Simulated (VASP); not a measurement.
# Mg4Ge3N (P-6m2) in VASP: single point with PBE

Aim: the single point of Mg4Ge3N with PBE.

Program: VASP 6.6.1. These are calculated values, not measurements. Logs are shortened: lines on timing, memory, paths and dates and some standing lists are left out, and cuts for length are marked.

### Step 1. The cell of the first run

The structure is hexagonal, space group P-6m2 (No. 187). The conventional cell has a = 3.160 Å, b = 3.160 Å, c = 15.966 Å, α = 90.00°, β = 90.00°, γ = 120.00°. Within 3.0 Å of Mg (site symmetry 3m) lie 3 N at 2.19 Å and 1 Mg at 2.42 Å and 3 Ge at 2.99 Å. Mg (site symmetry 3m) has 6 Ge at 2.84 to 2.87 Å and 6 Mg at 3.16 Å within 3.7 Å. Within 3.8 Å of Ge (site symmetry -6m2) lie 6 Mg at 2.87 Å and 6 Ge at 3.16 Å. Within 3.7 Å of Ge (site symmetry 3m) lie 6 Mg at 2.84 to 2.99 Å and 6 Ge at 3.16 Å. N (site symmetry -6m2) has 6 Mg at 2.19 Å within 2.9 Å.

The cell was generated, and may not be a known phase.

### Step 2. Single point, PBE

INCAR

```
PREC = Accurate
ENCUT = 520
EDIFF = 1E-6
ISMEAR = 0
SIGMA = 0.1
LREAL = False
LASPH = True
NELM = 60
ALGO = Normal
ISIF = 2
LWAVE = False
LCHARG = False
GGA = PE
NBANDS = 38
```

KPOINTS

```
regular mesh
0
Gamma
  12 12 2
```

POSCAR

```
Mg4Ge3N
1.0
    3.1596194633      0.0000000000      0.0000000000
   -1.5798097317      2.7363107215      0.0000000000
    0.0000000000      0.0000000000     15.9659884419
Mg Ge N
4 3 1
Direct
    0.0000000000      0.0000000000      0.0758086471
    0.0000000000      0.0000000000      0.6390347859
    0.0000000000      0.0000000000      0.3609652141
    0.0000000000      0.0000000000      0.9241913529
    0.6666666667      0.3333333333      0.5000000000
    0.3333333333      0.6666666667      0.2243022583
    0.3333333333      0.6666666667      0.7756977417
    0.6666666667      0.3333333333      0.0000000000
```

Potentials or basis: VASP PAW PBE potentials, release 64 (Mg, Ge_d, N).

The run is started by

```sh
cat potpaw_PBE.64/Mg/POTCAR potpaw_PBE.64/Ge_d/POTCAR potpaw_PBE.64/N/POTCAR > POTCAR
mpirun -np 1 vasp_std > vasp.out
```

OUTCAR:

```text
PREC = Accurate
   ENCUT = 520
   EDIFF = 1E-6
   ISMEAR = 0
   LREAL = False
   LASPH = True
   NELM = 60
   ISIF = 2
   GGA = PE

 ion  position               nearest neighbor table
   1  0.000  0.000  0.076-   8 2.19   8 2.19   8 2.19   4 2.42   6 2.99   6 2.99   6 2.99
   2  0.000  0.000  0.639-   7 2.84   7 2.84   7 2.84   5 2.87   5 2.87   5 2.87
   3  0.000  0.000  0.361-   6 2.84   6 2.84   6 2.84   5 2.87   5 2.87   5 2.87
   4  0.000  0.000  0.924-   8 2.19   8 2.19   8 2.19   1 2.42   7 2.99   7 2.99   7 2.99
   5  0.667  0.333  0.500-   2 2.87   3 2.87   2 2.87   3 2.87   2 2.87   3 2.87
   6  0.333  0.667  0.224-   3 2.84   3 2.84   3 2.84   1 2.99   1 2.99   1 2.99
   7  0.333  0.667  0.776-   2 2.84   2 2.84   2 2.84   4 2.99   4 2.99   4 2.99
   8  0.667  0.333  0.000-   1 2.19   4 2.19   1 2.19   4 2.19   1 2.19   4 2.19

  LATTYP: Found a hexagonal cell.
 ALAT       =     3.1596194633
 C/A-ratio  =     5.0531365018

  Lattice vectors:

 A1 = (   3.1596194633,   0.0000000000,   0.0000000000)
 A2 = (  -1.5798097317,   2.7363107215,   0.0000000000)
 A3 = (   0.0000000000,   0.0000000000,  15.9659884419)

Analysis of symmetry for initial positions (statically):
=====================================================================
 Subroutine PRICEL returns:
 Original cell was already a primitive cell.

 Routine SETGRP: Setting up the symmetry group for a
 hexagonal supercell.

 Subroutine GETGRP returns: Found 12 space group operations
 (whereof 12 operations were pure point group operations)
 out of a pool of 24 trial point group operations.

The static configuration has the point symmetry D_3h.

Analysis of symmetry for dynamics (positions and initial velocities):
=====================================================================
 Subroutine PRICEL returns:
 Original cell was already a primitive cell.

 Routine SETGRP: Setting up the symmetry group for a
 hexagonal supercell.

 Subroutine GETGRP returns: Found 12 space group operations
 (whereof 12 operations were pure point group operations)
 out of a pool of 24 trial point group operations.

The dynamic configuration has the point symmetry D_3h.

 Subroutine INISYM returns: Found 12 space group operations
 (whereof 12 operations are pure point group operations),
 and found     1 'primitive' translations

----------------------------------------------------------------------------------------

                                     Primitive cell

  volume of cell :     138.0372

  direct lattice vectors                    reciprocal lattice vectors
     3.159619463  0.000000000  0.000000000     0.316493809  0.182727786  0.000000000
    -1.579809732  2.736310722  0.000000000     0.000000000  0.365455572  0.000000000
     0.000000000  0.000000000 15.965988442     0.000000000  0.000000000  0.062633141

  length of vectors
     3.159619463  3.159619463 15.965988442     0.365455572  0.365455572  0.062633141

  position of ions in fractional coordinates (direct lattice)
     0.000000000  0.000000000  0.075808647
     0.000000000  0.000000000  0.639034786
     0.000000000  0.000000000  0.360965214
     0.000000000  0.000000000  0.924191353
     0.666666667  0.333333333  0.500000000
     0.333333333  0.666666667  0.224302258
     0.333333333  0.666666667  0.775697742
     0.666666667  0.333333333  0.000000000

  ion indices of the primitive-cell ions
   primitive index   ion index
                 1           1
                 2           2
                 3           3
                 4           4
                 5           5
                 6           6
                 7           7
                 8           8

----------------------------------------------------------------------------------------

 KPOINTS: regular mesh

Automatic generation of k-mesh.
 Grid dimensions read from file:
 generate k-points for:   12   12    2

 Generating k-lattice:

  Cartesian coordinates                     Fractional coordinates (reciprocal lattice)
     0.026374484  0.015227316  0.000000000     0.083333333 -0.000000000  0.000000000
     0.000000000  0.030454631  0.000000000     0.000000000  0.083333333  0.000000000
     0.000000000  0.000000000  0.031316570     0.000000000  0.000000000  0.500000000

  Length of vectors
     0.030454631  0.030454631  0.031316570

  Shift w.r.t. Gamma in fractional coordinates (k-lattice)
     0.000000000  0.000000000  0.000000000

 Subroutine IBZKPT returns following result:
 ===========================================

 Found     38 irreducible k-points:

 Following reciprocal coordinates:
            Coordinates               Weight
  0.000000  0.000000  0.000000      1.000000
  0.083333  0.000000  0.000000      6.000000
  0.166667  0.000000  0.000000      6.000000
  0.250000  0.000000  0.000000      6.000000
  0.333333  0.000000  0.000000      6.000000
  0.416667  0.000000  0.000000      6.000000
[... 16 lines left out ...]
  0.250000  0.000000  0.500000      6.000000
  0.333333  0.000000  0.500000      6.000000
 [... further k-points ...]
   k-points           NKPTS =     38   k-points in BZ     NKDIM =     38   number of bands    NBANDS=     38
   number of dos      NEDOS =    301   number of ions     NIONS =      8
   total plane-waves  NPLWV =  69120
   dimension x,y,z NGX =    24 NGY =   24 NGZ =  120
   dimension x,y,z NGXF=    48 NGYF=   48 NGZF=  240
   ions per type =               4   3   1
   NGX,Y,Z   is equivalent  to a cutoff of  12.63, 12.63, 12.50 a.u.
   NGXF,Y,Z  is equivalent  to a cutoff of  25.26, 25.26, 24.99 a.u.
 SYSTEM =  unknown system
   PREC   = accura    normal or accurate (medium, high low for compatibility)
   ISTART =      0    job   : 0-new  1-cont  2-samecut
   ICHARG =      2    charge: 1-file 2-atom 10-const
   ISPIN  =      1    spin polarized calculation?
   LNONCOLLINEAR =      F non collinear calculations
   LSORBIT =      F    spin-orbit coupling
   LASPH  =      T    aspherical Exc in radial PAW
   ENCUT  =  520.0 eV  38.22 Ry    6.18 a.u.   5.87  5.87 29.69*2*pi/ulx,y,z
   NELM   =     60;   NELMIN=  2; NELMDL= -5     # of ELM steps
   EDIFF  = 0.1E-05   stopping-criterion for ELM
   LREAL  =      F    real-space projection
   EDIFFG = 0.1E-04   stopping-criterion for IOM
   NSW    =      0    number of steps for IOM
   IBRION =     -1    ionic relax: 0-MD 1-quasi-New 2-CG
   NFREE  =      0    steps in history (QN), initial steepest desc. (CG)
   ISIF   =      2    stress and relaxation
   ISYM   =      2    0-nonsym 1-usesym 2-fastsym
   POTIM  = 0.5000    time-step for ionic-motion
   TEBEG  =    0.0;   TEEND  =   0.0 temperature during run
   PSTRESS=    0.0 pullay stress
   NELECT =      55.0000    total number of electrons
   NUPDOWN=      -1.0000    fix difference up-down
   EMIN   =  10.00;   EMAX   =-10.00  energy-range for DOS
   EFERMI =   0.00;   METHOD = LEGACY
   ISMEAR =     0;   SIGMA  =   0.10  broadening in eV -4-tet -1-fermi 0-gaus
   EFERMI_NEDOS =   21; number of points for ismear=-14 and -15
   IALGO  =     38    algorithm
   IMIX   =      4    mixing-type and parameters
     AMIX     =   0.40;   BMIX     =  1.00
     AMIX_MAG =   1.60;   BMIX_MAG =  1.00
  volume/ion in A,a.u.               =      17.25       116.44
  Fermi-wavevector in a.u.,A,eV,Ry     =   1.204658  2.276473 19.744783  1.451201
  Thomas-Fermi vector in A             =   2.340377
   LORBIT       =      0    0 simple, 1 ext, 2 COOP (PROOUT), +10 PAW based schemes
   GGA     = PE    functional components
   LHFCALC =     F    Hartree Fock is set to
   AEXX    =    0.0000 exact exchange contribution
   IVDW    =     0    specifies the selected vdW correction
   LEPSILON=     F    determine dielectric tensor
   LRPA    =     F    only Hartree local field effects (RPA)
 non-spin polarized calculation
 Gauss-broadening in eV      SIGMA  =   0.10
  energy-cutoff  :      520.00
  volume of cell :      138.04
 maximum number of plane-waves:      3746
 NGX is ok and might be reduce to    24
   NGX = 11   NGY = 11   NGZ = 59

 number of electron      55.0000008 magnetization

 Free energy of the ion-electron system (eV)
  ---------------------------------------------------
  ext. energy  EPLUGINS =         0.00000000
  ---------------------------------------------------
  free energy    TOTEN  =       -29.30152552 eV

  energy without entropy =      -29.29010625  energy(sigma->0) =      -29.29581588

 E-fermi :   4.6337     XC(G=0): -10.1179

 val. band max:        4.6312203260   @ k =   0.0833   0.0833   0.5000
 cond. band min:       4.6388381494   @ k =   0.0833   0.0000   0.0000
 fundamental gap:      0.0076178234
 Fermi energy:         4.6337209163

 k-point     1 :       0.0000    0.0000    0.0000
  band No.  band energies     occupation
      1     -19.8988      2.00000
      2     -19.8988      2.00000
      3     -19.7811      2.00000
      4     -19.7811      2.00000
      5     -19.7802      2.00000
      6     -19.7674      2.00000
[... 30 lines left out ...]
     37      15.0811      0.00000
     38      15.4257      0.00000

 k-point     2 :       0.0833    0.0000    0.0000
  band No.  band energies     occupation
      1     -19.8994      2.00000
      2     -19.8953      2.00000
      3     -19.7831      2.00000
      4     -19.7816      2.00000
      5     -19.7780      2.00000
      6     -19.7679      2.00000
[... 30 lines left out ...]
     37      14.2677      0.00000
     38      14.3793      0.00000

 k-point     3 :       0.1667    0.0000    0.0000
  band No.  band energies     occupation
      1     -19.9010      2.00000
      2     -19.8854      2.00000
      3     -19.7884      2.00000
      4     -19.7828      2.00000
      5     -19.7720      2.00000
      6     -19.7696      2.00000
[... 30 lines left out ...]
     37      12.6087      0.00000
[... 781 lines left out ...]
 k-point    23 :       0.2500    0.0000    0.5000
  band No.  band energies     occupation
      1     -19.9037      2.00000
      2     -19.8720      2.00000
      3     -19.7956      2.00000
      4     -19.7845      2.00000
      5     -19.7722      2.00000
      6     -19.7722      2.00000
[... 30 lines left out ...]
     37      11.0543      0.00000
     38      12.2094      0.00000

 k-point    24 :       0.3333    0.0000    0.5000
  band No.  band energies     occupation
      1     -19.9068      2.00000
      2     -19.8585      2.00000
      3     -19.8028      2.00000
      4     -19.7862      2.00000
      5     -19.7752      2.00000
      6     -19.7752      2.00000
[... 30 lines left out ...]
     37      10.5598      0.00000
     38      11.4516      0.00000

 [... further k-points ...]

------------------------ aborting loop because EDIFF is reached ----------------------------------------

  FORCE on cell =-STRESS in cart. coord.  units (eV):
  Direction    XX          YY          ZZ          XY          YZ          ZX
  --------------------------------------------------------------------------------------
  -------------------------------------------------------------------------------------
  Total       -0.1291396     -0.1291396     -0.2317280      0.0000000     -0.0000000      0.0000000
  in kB       -1.4989047     -1.4989047     -2.6896336      0.0000000     -0.0000000      0.0000000
  external PRESSURE =      -1.8958143 kB  Pullay stress =       0.0000000 kB

 VOLUME and BASIS-vectors are now :
 -----------------------------------------------------------------------------
  energy-cutoff  :      520.00
  volume of cell :      138.04
      direct lattice vectors                 reciprocal lattice vectors
     3.159619463  0.000000000  0.000000000     0.316493809  0.182727786  0.000000000
    -1.579809732  2.736310722  0.000000000     0.000000000  0.365455572  0.000000000
     0.000000000  0.000000000 15.965988442     0.000000000  0.000000000  0.062633141

 POSITION                                       TOTAL-FORCE (eV/Angst)
 -----------------------------------------------------------------------------------
      0.00000      0.00000      1.21036        -0.000000      0.000000     -0.014142
      0.00000      0.00000     10.20282         0.000000     -0.000000     -0.004688
      0.00000      0.00000      5.76317         0.000000     -0.000000      0.004688
      0.00000      0.00000     14.75563         0.000000     -0.000000      0.014142
      1.57981      0.91210      7.98299        -0.000000      0.000000      0.000000
     -0.00000      1.82421      3.58121         0.000000      0.000000     -0.007160
     -0.00000      1.82421     12.38478         0.000000      0.000000      0.007160
      1.57981      0.91210      0.00000        -0.000000      0.000000      0.000000
 -----------------------------------------------------------------------------------
    total drift:                               -0.000000      0.000000     -0.000000

  FREE ENERGIE OF THE ION-ELECTRON SYSTEM (eV)
  ---------------------------------------------------
  free  energy   TOTEN  =       -29.3015255164 eV

  energy  without entropy=      -29.2901062451  energy(sigma->0) =      -29.29581588
```

Wall time 8.3 min (1 thread of Oxide Virtual Turin-like, shared host); peak memory 0.32 GiB.

What came out:

* Free energy: -29.3015 eV
* Pressure: -0.2 GPa
* Largest force: 0.014 eV/Å
* Band gap on the k mesh: zero (an odd number of electrons rules out a gap without spin polarisation)

Forces in eV/Å, atoms in the order of the input:
```
Mg   0.000  0.000 -0.014
Mg   0.000  0.000 -0.005
Mg   0.000  0.000  0.005
Mg   0.000  0.000  0.014
Ge   0.000  0.000  0.000
Ge   0.000  0.000 -0.007
Ge   0.000  0.000  0.007
N    0.000  0.000  0.000
```

Levels at points of the mesh, in eV from the Fermi level:
| k point | band 24 | band 25 | band 26 | band 27 | band 28 | band 29 | band 30 | band 31 | band 32 | band 33 |
| --- | --- | --- | --- | --- | --- | --- | --- | --- | --- | --- |
| (0.00, 0.00, 0.00) | -0.50 | 0.21 | 0.21 | 2.89 | 3.76 | 5.96 | 5.96 | 6.25 | 6.25 | 6.30 |
| (0.50, 0.00, 0.00) | -2.40 | -1.62 | -1.14 | -1.00 | -0.63 | 1.34 | 1.43 | 2.71 | 2.90 | 3.23 |
| (0.00, 0.00, 0.50) | 0.21 | 0.21 | 0.54 | 1.54 | 5.41 | 5.67 | 5.96 | 5.96 | 6.25 | 6.25 |
| (0.50, 0.00, 0.50) | -2.13 | -2.03 | -0.99 | -0.97 | -0.63 | 1.32 | 1.46 | 2.59 | 2.90 | 3.24 |
